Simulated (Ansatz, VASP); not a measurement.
# Two plane-wave programs on Lu3Si

```
Lu Si
1.0
     4.49399   -0.03031    0.05600
    -0.03031    4.58341   -0.08511
     0.05600   -0.08511    4.50126
Lu Si
3 1
Direct
  0.99870 0.49629 0.50755
  0.49825 0.01381 0.47757
  0.49870 0.50617 0.98457
  0.01427 0.99785 0.00806
```

Alike in both runs: task single point; functional r2SCAN; k mesh 4 × 4 × 4; no spin polarisation.

```csv
,VASP,Ansatz
version,VASP 6.6.1,Ansatz 0.2.0
potentials or method,"VASP PAW PBE potentials, release 64 (Lu, Si), cutoff 520 eV","plane waves, PAW"
occupations,"methfessel-paxton of order 1, width 0.1 eV","cold, width 0.1 eV"
valence electrons in the cell,79,79
```

```csv
,VASP,Ansatz,Ansatz less VASP
pressure (GPa),-0.5,-0.8,-0.32
"traceless stress, the component that is largest in VASP (GPa)",1.58,1.54,-0.045
rms of the force components (eV/Å),0.290,0.290,+0.0006
```

VASP's potentials were made for PBE, not for r2SCAN. Atom by atom the forces differ by 0.008 eV/Å (rms over components). Ansatz's warnings: stress scf threshold loose.

Spin-orbit coupling is off throughout.
